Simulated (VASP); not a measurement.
A run of VASP 6.6.1 is set up as follows.

File POSCAR:

```
AlNi
1.0
    1.8991177115     -1.9133179386      0.0000000000
    1.8991177115      1.9133179386      0.0000000000
    0.0000000000      0.0000000000      3.0361586134
Ni Al
1 1
Direct
    0.5000000000      0.5000000000      0.5000000000
    0.0000000000      0.0000000000      0.0000000000
```

File INCAR.step1:

```
  PREC = Accurate
  ENCUT = 520
  ISMEAR = -1
  SIGMA = 0.05
  LREAL = False
  LASPH = True
  NELM = 150
  ISPIN = 2
  MAGMOM = 1 0
  LMAXMIX = 4
  NBANDS = 18
  GGA = PE
  ALGO = Normal
  EDIFF = 1E-4
  LWAVE = True
  LCHARG = False
```

Contents of INCAR.step2:

```
  PREC = Accurate
  ENCUT = 520
  EDIFF = 1E-7
  ISMEAR = -1
  SIGMA = 0.05
  LREAL = False
  LASPH = True
  NELM = 150
  ALGO = Normal
  ISIF = 2
  LWAVE = False
  LCHARG = True
  ISPIN = 2
  MAGMOM = 1 0
  LORBIT = 11
  LMAXMIX = 4
  METAGGA = R2SCAN
  LMIXTAU = True
  LELF = True
  LVHAR = True
  NBANDS = 18
  ISTART = 1
```

Contents of KPOINTS:

```
regular mesh
0
Gamma
  10 10 9
```

Potentials or basis: VASP PAW PBE potentials, release 64 (Ni, Al).

The run is started by

```sh
$ cat potpaw_PBE.64/Ni/POTCAR potpaw_PBE.64/Al/POTCAR > POTCAR
$ cp INCAR.step1 INCAR
$ mpirun -np 1 vasp_std > vasp.out
$ cp INCAR.step2 INCAR
$ mpirun -np 1 vasp_std > vasp.out
```

What does it give for the net moment?

0.00 μB per cell.

Predict the pressure.

13.1 GPa.

Stress tensor (GPa, compression positive):
```
17.19  0.00  0.00
 0.00 15.17  0.00
 0.00  0.00  6.97
```

Caveat: the cell stands under pressure; the PAW data sets were made with another functional, which shifts forces and pressure a little.
